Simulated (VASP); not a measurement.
# Hf2ZrGe3 (P4/mmm) in VASP: further runs

The runs below take Hf2ZrGe3 through single point, with PBE.

Program: VASP 6.6.1. These are calculated values, not measurements. Logs are shortened: lines on timing, memory, paths and dates and some standing lists are left out, and cuts for length are marked.

**1. The cell of the first run**

Symmetry: P4/mmm, No. 123, tetragonal system. The conventional cell has a = 5.167 Å, b = 5.167 Å, c = 7.715 Å, α = 90.00°, β = 90.00°, γ = 90.00°. Within 3.4 Å of Zr (site symmetry 4/mmm) lie 4 Hf at 2.58 Å. Hf (site symmetry mmm) has 2 Zr at 2.58 Å and 4 Ge at 2.98 Å within 3.4 Å. Within 3.1 Å of Ge (site symmetry 4mm) lie 2 Ge at 2.37 to 2.97 Å and 4 Hf at 2.98 Å. Within 3.1 Å of Ge (site symmetry 4/mmm) lie 2 Ge at 2.37 Å.

The cell was built from a structure type or drawn by symmetry, and may not be a known phase.

**2. Single point, PBE**

The input, INCAR:

```
SYSTEM = Hf2ZrGe3
PREC = Accurate
ENCUT = 500
EDIFF = 1E-6
ISMEAR = 0
SIGMA = 0.2
LREAL = .False.
LASPH = .True.
NELM = 120
ALGO = Normal
ISIF = 2
LWAVE = .False.
LCHARG = .False.
GGA = PE
NBANDS = 46
GGA_COMPAT = .False.
```

The input, KPOINTS:

```
Automatic mesh
0
Gamma
  4 4 2
  0 0 0
```

The input, POSCAR:

```
Hf2ZrGe3
1.0
    5.1668512591      0.0000000000      0.0000000000
    0.0000000000      5.1668512591      0.0000000000
    0.0000000000      0.0000000000      7.7154594303
Zr Hf Ge
1 2 3
Direct
    0.0000000000      0.0000000000      0.0000000000
    0.0000000000      0.5000000000      0.0000000000
    0.5000000000      0.0000000000      0.0000000000
    0.5000000000      0.5000000000      0.8074180725
    0.5000000000      0.5000000000      0.1925819275
    0.5000000000      0.5000000000      0.5000000000
```

Potentials or basis: VASP PAW PBE potentials, release 64 (Zr_sv, Hf_pv, Ge_d).

Launch:

```bash
$ cat potpaw_PBE.64/Zr_sv/POTCAR potpaw_PBE.64/Hf_pv/POTCAR potpaw_PBE.64/Ge_d/POTCAR > POTCAR
$ mpirun -np 1 vasp_std > vasp.out
```

OUTCAR:

```text
SYSTEM = Hf2ZrGe3
   PREC = Accurate
   ENCUT = 500
   EDIFF = 1E-6
   ISMEAR = 0
   LREAL = .False.
   LASPH = .True.
   NELM = 120
   ISIF = 2
   GGA = PE

 ion  position               nearest neighbor table
   1  0.000  0.000  0.000-   2 2.58   3 2.58   2 2.58   3 2.58
   2  0.000  0.500  0.000-   1 2.58   1 2.58   5 2.98   4 2.98   4 2.98   5 2.98   3 3.65   3 3.65
                             3 3.65   3 3.65
   3  0.500  0.000  0.000-   1 2.58   1 2.58   5 2.98   4 2.98   5 2.98   4 2.98   2 3.65   2 3.65
                             2 3.65   2 3.65
   4  0.500  0.500  0.807-   6 2.37   3 2.98   2 2.98   3 2.98   2 2.98
   5  0.500  0.500  0.193-   6 2.37   3 2.98   2 2.98   3 2.98   2 2.98
   6  0.500  0.500  0.500-   4 2.37   5 2.37

  LATTYP: Found a simple tetragonal cell.
 ALAT       =     5.1668512591
 C/A-ratio  =     1.4932613778

  Lattice vectors:

 A1 = (   5.1668512591,   0.0000000000,   0.0000000000)
 A2 = (   0.0000000000,   5.1668512591,   0.0000000000)
 A3 = (   0.0000000000,   0.0000000000,   7.7154594303)

Analysis of symmetry for initial positions (statically):
=====================================================================
 Subroutine PRICEL returns:
 Original cell was already a primitive cell.

 Routine SETGRP: Setting up the symmetry group for a
 simple tetragonal supercell.

 Subroutine GETGRP returns: Found 16 space group operations
 (whereof 16 operations were pure point group operations)
 out of a pool of 16 trial point group operations.

The static configuration has the point symmetry D_4h.

Analysis of symmetry for dynamics (positions and initial velocities):
=====================================================================
 Subroutine PRICEL returns:
 Original cell was already a primitive cell.

 Routine SETGRP: Setting up the symmetry group for a
 simple tetragonal supercell.

 Subroutine GETGRP returns: Found 16 space group operations
 (whereof 16 operations were pure point group operations)
 out of a pool of 16 trial point group operations.

The dynamic configuration has the point symmetry D_4h.

 Subroutine INISYM returns: Found 16 space group operations
 (whereof 16 operations are pure point group operations),
 and found     1 'primitive' translations

----------------------------------------------------------------------------------------

                                     Primitive cell

  volume of cell :     205.9746

  direct lattice vectors                    reciprocal lattice vectors
     5.166851259  0.000000000  0.000000000     0.193541472  0.000000000  0.000000000
     0.000000000  5.166851259  0.000000000     0.000000000  0.193541472  0.000000000
     0.000000000  0.000000000  7.715459430     0.000000000  0.000000000  0.129609910

  length of vectors
     5.166851259  5.166851259  7.715459430     0.193541472  0.193541472  0.129609910

  position of ions in fractional coordinates (direct lattice)
     0.000000000  0.000000000  0.000000000
     0.000000000  0.500000000  0.000000000
     0.500000000  0.000000000  0.000000000
     0.500000000  0.500000000  0.807418072
     0.500000000  0.500000000  0.192581928
     0.500000000  0.500000000  0.500000000

  ion indices of the primitive-cell ions
   primitive index   ion index
                 1           1
                 2           2
                 3           3
                 4           4
                 5           5
                 6           6

----------------------------------------------------------------------------------------

 KPOINTS: Automatic mesh

Automatic generation of k-mesh.
 Grid dimensions read from file:
 generate k-points for:    4    4    2

 Generating k-lattice:

  Cartesian coordinates                     Fractional coordinates (reciprocal lattice)
     0.048385368  0.000000000  0.000000000     0.250000000  0.000000000  0.000000000
     0.000000000  0.048385368  0.000000000     0.000000000  0.250000000  0.000000000
     0.000000000  0.000000000  0.064804955     0.000000000  0.000000000  0.500000000

  Length of vectors
     0.048385368  0.048385368  0.064804955

  Shift w.r.t. Gamma in fractional coordinates (k-lattice)
     0.000000000  0.000000000  0.000000000

 Subroutine IBZKPT returns following result:
 ===========================================

 Found     12 irreducible k-points:

 Following reciprocal coordinates:
            Coordinates               Weight
  0.000000  0.000000  0.000000      1.000000
  0.250000  0.000000  0.000000      4.000000
  0.500000  0.000000  0.000000      2.000000
  0.250000  0.250000  0.000000      4.000000
  0.500000  0.250000  0.000000      4.000000
  0.500000  0.500000  0.000000      1.000000
  0.000000  0.000000  0.500000      1.000000
  0.250000  0.000000  0.500000      4.000000
  0.500000  0.000000  0.500000      2.000000
  0.250000  0.250000  0.500000      4.000000
  0.500000  0.250000  0.500000      4.000000
  0.500000  0.500000  0.500000      1.000000
   k-points           NKPTS =     12   k-points in BZ     NKDIM =     12   number of bands    NBANDS=     46
   number of dos      NEDOS =    301   number of ions     NIONS =      6
   total plane-waves  NPLWV =  89600
   dimension x,y,z NGX =    40 NGY =   40 NGZ =   56
   dimension x,y,z NGXF=    80 NGYF=   80 NGZF=  112
   ions per type =               1   2   3
   NGX,Y,Z   is equivalent  to a cutoff of  12.87, 12.87, 12.07 a.u.
   NGXF,Y,Z  is equivalent  to a cutoff of  25.74, 25.74, 24.13 a.u.
 SYSTEM =  Hf2ZrGe3
   PREC   = accura    normal or accurate (medium, high low for compatibility)
   ISTART =      0    job   : 0-new  1-cont  2-samecut
   ICHARG =      2    charge: 1-file 2-atom 10-const
   ISPIN  =      1    spin polarized calculation?
   LNONCOLLINEAR =      F non collinear calculations
   LSORBIT =      F    spin-orbit coupling
   LASPH  =      T    aspherical Exc in radial PAW
   ENCUT  =  500.0 eV  36.75 Ry    6.06 a.u.   9.42  9.42 14.07*2*pi/ulx,y,z
   NELM   =    120;   NELMIN=  2; NELMDL= -5     # of ELM steps
   EDIFF  = 0.1E-05   stopping-criterion for ELM
   LREAL  =      F    real-space projection
   EDIFFG = 0.1E-04   stopping-criterion for IOM
   NSW    =      0    number of steps for IOM
   IBRION =     -1    ionic relax: 0-MD 1-quasi-New 2-CG
   NFREE  =      0    steps in history (QN), initial steepest desc. (CG)
   ISIF   =      2    stress and relaxation
   ISYM   =      2    0-nonsym 1-usesym 2-fastsym
   POTIM  = 0.5000    time-step for ionic-motion
   TEBEG  =    0.0;   TEEND  =   0.0 temperature during run
   PSTRESS=    0.0 pullay stress
   NELECT =      74.0000    total number of electrons
   NUPDOWN=      -1.0000    fix difference up-down
   EMIN   =  10.00;   EMAX   =-10.00  energy-range for DOS
   EFERMI =   0.00;   METHOD = LEGACY
   ISMEAR =     0;   SIGMA  =   0.20  broadening in eV -4-tet -1-fermi 0-gaus
   EFERMI_NEDOS =   21; number of points for ismear=-14 and -15
   IALGO  =     38    algorithm
   IMIX   =      4    mixing-type and parameters
     AMIX     =   0.40;   BMIX     =  1.00
     AMIX_MAG =   1.60;   BMIX_MAG =  1.00
  volume/ion in A,a.u.               =      34.33       231.66
  Fermi-wavevector in a.u.,A,eV,Ry     =   1.163807  2.199276 18.428355  1.354446
  Thomas-Fermi vector in A             =   2.300352
   LORBIT       =      0    0 simple, 1 ext, 2 COOP (PROOUT), +10 PAW based schemes
   GGA     = PE    functional components
   LHFCALC =     F    Hartree Fock is set to
   AEXX    =    0.0000 exact exchange contribution
   IVDW    =     0    specifies the selected vdW correction
   LEPSILON=     F    determine dielectric tensor
   LRPA    =     F    only Hartree local field effects (RPA)
 non-spin polarized calculation
 Gauss-broadening in eV      SIGMA  =   0.20
  energy-cutoff  :      500.00
  volume of cell :      205.97
 maximum number of plane-waves:      5260
 NGX is ok and might be reduce to    40
   NGX = 19   NGY = 19   NGZ = 29

 number of electron      74.0000024 magnetization

 Free energy of the ion-electron system (eV)
  ---------------------------------------------------
  ext. energy  EPLUGINS =         0.00000000
  ---------------------------------------------------
  free energy    TOTEN  =       -35.59793054 eV

  energy without entropy =      -35.50577289  energy(sigma->0) =      -35.55185172

 E-fermi :   2.1990     XC(G=0):  -8.2043

 val. band max:        2.1914102712   @ k =   0.5000   0.5000   0.0000
 cond. band min:       2.2208893624   @ k =   0.2500   0.2500   0.5000
 fundamental gap:      0.0294790912
 Fermi energy:         2.1990211658

 k-point     1 :       0.0000    0.0000    0.0000
  band No.  band energies     occupation
      1     -46.0239      2.00000
      2     -28.9193      2.00000
      3     -28.9193      2.00000
      4     -28.7114      2.00000
      5     -28.6812      2.00000
      6     -28.6142      2.00000
[... 38 lines left out ...]
     45       5.7178      0.00000
     46       5.8738      0.00000

 k-point     2 :       0.2500    0.0000    0.0000
  band No.  band energies     occupation
      1     -46.0276      2.00000
      2     -28.9080      2.00000
      3     -28.7825      2.00000
      4     -28.7059      2.00000
      5     -28.6844      2.00000
      6     -28.6247      2.00000
[... 38 lines left out ...]
     45       5.3119      0.00000
     46       5.5764      0.00000

 k-point     3 :       0.5000    0.0000    0.0000
  band No.  band energies     occupation
      1     -46.0312      2.00000
      2     -28.8957      2.00000
      3     -28.6957      2.00000
      4     -28.6922      2.00000
      5     -28.6430      2.00000
      6     -28.6361      2.00000
[... 38 lines left out ...]
     45       4.4166      0.00000
     46       4.7455      0.00000

 k-point     4 :       0.2500    0.2500    0.0000
  band No.  band energies     occupation
      1     -46.0312      2.00000
      2     -28.7803      2.00000
      3     -28.7617      2.00000
      4     -28.7016      2.00000
      5     -28.6864      2.00000
      6     -28.6533      2.00000
[... 38 lines left out ...]
     45       4.7774      0.00000
     46       5.3253      0.00000

 k-point     5 :       0.5000    0.2500    0.0000
  band No.  band energies     occupation
      1     -46.0349      2.00000
      2     -28.7575      2.00000
      3     -28.6937      2.00000
      4     -28.6919      2.00000
      5     -28.6827      2.00000
      6     -28.6043      2.00000
[... 38 lines left out ...]
     45       4.1594      0.00000
     46       4.6653      0.00000

 k-point     6 :       0.5000    0.5000    0.0000
  band No.  band energies     occupation
      1     -46.0385      2.00000
      2     -28.7001      2.00000
      3     -28.6916      2.00000
      4     -28.6916      2.00000
      5     -28.6202      2.00000
      6     -28.5897      2.00000
[... 38 lines left out ...]
     45       4.1390      0.00000
     46       4.4105      0.00000

 k-point     7 :       0.0000    0.0000    0.5000
  band No.  band energies     occupation
      1     -46.0239      2.00000
      2     -28.9193      2.00000
      3     -28.9193      2.00000
      4     -28.7114      2.00000
      5     -28.6812      2.00000
      6     -28.6142      2.00000
[... 38 lines left out ...]
     45       5.7180      0.00000
     46       6.2880      0.00000

 k-point     8 :       0.2500    0.0000    0.5000
  band No.  band energies     occupation
      1     -46.0276      2.00000
      2     -28.9080      2.00000
      3     -28.7825      2.00000
      4     -28.7059      2.00000
      5     -28.6844      2.00000
      6     -28.6247      2.00000
[... 38 lines left out ...]
     45       5.0799      0.00000
     46       5.9037      0.00000

 k-point     9 :       0.5000    0.0000    0.5000
  band No.  band energies     occupation
      1     -46.0312      2.00000
      2     -28.8957      2.00000
      3     -28.6957      2.00000
      4     -28.6923      2.00000
      5     -28.6430      2.00000
      6     -28.6361      2.00000
[... 38 lines left out ...]
     45       4.6797      0.00000
     46       4.9158      0.00000

 k-point    10 :       0.2500    0.2500    0.5000
  band No.  band energies     occupation
      1     -46.0312      2.00000
      2     -28.7803      2.00000
      3     -28.7617      2.00000
      4     -28.7016      2.00000
      5     -28.6864      2.00000
      6     -28.6532      2.00000
[... 38 lines left out ...]
     45       5.3580      0.00000
     46       5.4966      0.00000

 k-point    11 :       0.5000    0.2500    0.5000
  band No.  band energies     occupation
      1     -46.0349      2.00000
      2     -28.7575      2.00000
      3     -28.6937      2.00000
      4     -28.6919      2.00000
      5     -28.6827      2.00000
      6     -28.6043      2.00000
[... 38 lines left out ...]
     45       4.6357      0.00000
     46       4.6737      0.00000

 k-point    12 :       0.5000    0.5000    0.5000
  band No.  band energies     occupation
      1     -46.0385      2.00000
      2     -28.7001      2.00000
      3     -28.6916      2.00000
      4     -28.6916      2.00000
      5     -28.6202      2.00000
      6     -28.5897      2.00000
[... 38 lines left out ...]
     45       4.4059      0.00000
     46       4.4156      0.00000

------------------------ aborting loop because EDIFF is reached ----------------------------------------

  FORCE on cell =-STRESS in cart. coord.  units (eV):
  Direction    XX          YY          ZZ          XY          YZ          ZX
  --------------------------------------------------------------------------------------
  -------------------------------------------------------------------------------------
  Total       -0.2575666     -0.2575666     -0.1830185      0.0000000      0.0000000      0.0000000
  in kB       -2.0034864     -2.0034864     -1.4236130      0.0000000      0.0000000      0.0000000
  external PRESSURE =      -1.8101953 kB  Pullay stress =       0.0000000 kB

 VOLUME and BASIS-vectors are now :
 -----------------------------------------------------------------------------
  energy-cutoff  :      500.00
  volume of cell :      205.97
      direct lattice vectors                 reciprocal lattice vectors
     5.166851259  0.000000000  0.000000000     0.193541472  0.000000000  0.000000000
     0.000000000  5.166851259  0.000000000     0.000000000  0.193541472  0.000000000
     0.000000000  0.000000000  7.715459430     0.000000000  0.000000000  0.129609910

 POSITION                                       TOTAL-FORCE (eV/Angst)
 -----------------------------------------------------------------------------------
      0.00000      0.00000      0.00000         0.000000      0.000000     -0.000000
      0.00000      2.58343      0.00000         0.000000      0.000000     -0.000000
      2.58343      0.00000      0.00000         0.000000      0.000000     -0.000000
      2.58343      2.58343      6.22960         0.000000     -0.000000      0.001648
      2.58343      2.58343      1.48586         0.000000      0.000000     -0.001648
      2.58343      2.58343      3.85773         0.000000      0.000000     -0.000000
 -----------------------------------------------------------------------------------
    total drift:                               -0.000000      0.000000      0.000000

  FREE ENERGIE OF THE ION-ELECTRON SYSTEM (eV)
  ---------------------------------------------------
  free  energy   TOTEN  =       -35.5979305431 eV

  energy  without entropy=      -35.5057728891  energy(sigma->0) =      -35.55185172
```

Wall time 2.4 min (1 thread of Intel Xeon Platinum 8488C (Sapphire Rapids), shared host); peak memory 0.33 GiB.

Results:

| Quantity | Value |
| --- | --- |
| Free energy | -35.5979 eV |
| Pressure | -0.2 GPa |
| Band gap on the k mesh | zero (bands 37 and 38 overlap by 1.10 eV) |

Caveat: the k points lie up to 0.41 Å⁻¹ apart, too coarse for converged energies and pressures of a metal; spin-orbit coupling is left out, which moves the levels of the heavy elements.

**3. Single point, PBE**

This run uses another cell than the first one, of 26.60 Å³/atom.

The input, INCAR:

```
PREC     = Accurate       # precision mode
ENCUT    = 500            # plane-wave cutoff, eV
EDIFF    = 1E-6           # SCF threshold, eV
ISMEAR   = 0              # smearing method
SIGMA    = 0.2            # smearing width, eV
LREAL    = False          # projectors in reciprocal space
LASPH    = True           # aspherical terms in the spheres
NELM     = 120            # most SCF steps
ALGO     = Normal         # electronic algorithm
ISIF     = 2              # what is computed and relaxed
LWAVE    = False          # write WAVECAR
LCHARG   = True           # write CHGCAR
GGA      = PE             # functional
LELF     = True           # ELF
LVHAR    = True         
NBANDS   = 46             # bands
GGA_COMPAT= False
```

The input, KPOINTS:

```
regular mesh
0
Gamma
  4 4 2
```

The input, POSCAR:

```
Hf2ZrGe3
1.0
    3.8701247780      0.0000000000      0.0000000000
    0.0000000000      3.8701247780      0.0000000000
    0.0000000000      0.0000000000     10.6550151313
Zr Hf Ge
1 2 3
Direct
    0.0000000000      0.0000000000      0.0000000000
    0.0000000000      0.0000000000      0.5000000000
    0.5000000000      0.5000000000      0.0000000000
    0.0000000000      0.0000000000      0.7535609156
    0.0000000000      0.0000000000      0.2464390844
    0.5000000000      0.5000000000      0.5000000000
```

Potentials or basis: VASP PAW PBE potentials, release 64 (Zr_sv, Hf_pv, Ge_d).

Launch:

```bash
$ cat potpaw_PBE.64/Zr_sv/POTCAR potpaw_PBE.64/Hf_pv/POTCAR potpaw_PBE.64/Ge_d/POTCAR > POTCAR
$ mpirun -np 1 vasp_std > vasp.out
```

Wall time 1.8 min (1 thread of Intel Xeon Platinum 8488C (Sapphire Rapids), shared host); peak memory 0.27 GiB.

Results (log left out):

```
Free energy            : -38.7181 eV
Pressure               : -0.1 GPa
Largest force          : 0.013 eV/Å
Band gap on the k mesh : zero (bands 37 and 38 overlap by 1.63 eV)
```

Forces on the atoms (eV/Å):
```
Zr   0.000  0.000  0.000
Hf   0.000  0.000  0.000
Hf   0.000  0.000  0.000
Ge   0.000  0.000 -0.013
Ge   0.000  0.000  0.013
Ge   0.000  0.000  0.000
```

Stress tensor (GPa, compression positive):
```
-0.25  0.00  0.00
 0.00 -0.25  0.00
 0.00  0.00  0.23
```

Levels at points of the mesh, in eV from the Fermi level:
```
           k point  band 34  band 35  band 36  band 37  band 38  band 39  band 40  band 41
(0.00, 0.00, 0.00)    -0.28    -0.28    -0.09     1.21     1.21     1.61     1.61     1.67
(0.50, 0.00, 0.00)    -0.64    -0.62    -0.33     0.05     0.96     1.67     1.82     2.06
(0.50, 0.50, 0.00)    -1.67    -0.64    -0.18    -0.18    -0.04    -0.04     0.84     1.02
(0.00, 0.00, 0.50)    -0.24    -0.24    -0.09     1.08     1.08     1.09     1.49     1.49
(0.50, 0.00, 0.50)    -1.25    -1.13    -0.22     0.74     1.22     1.35     1.69     1.82
(0.50, 0.50, 0.50)    -1.31    -1.31    -0.89    -0.76    -0.42     0.62     1.37     1.37
```

Caveat: the k points lie up to 0.41 Å⁻¹ apart, too coarse for converged energies and pressures of a metal; spin-orbit coupling is left out, which moves the levels of the heavy elements.
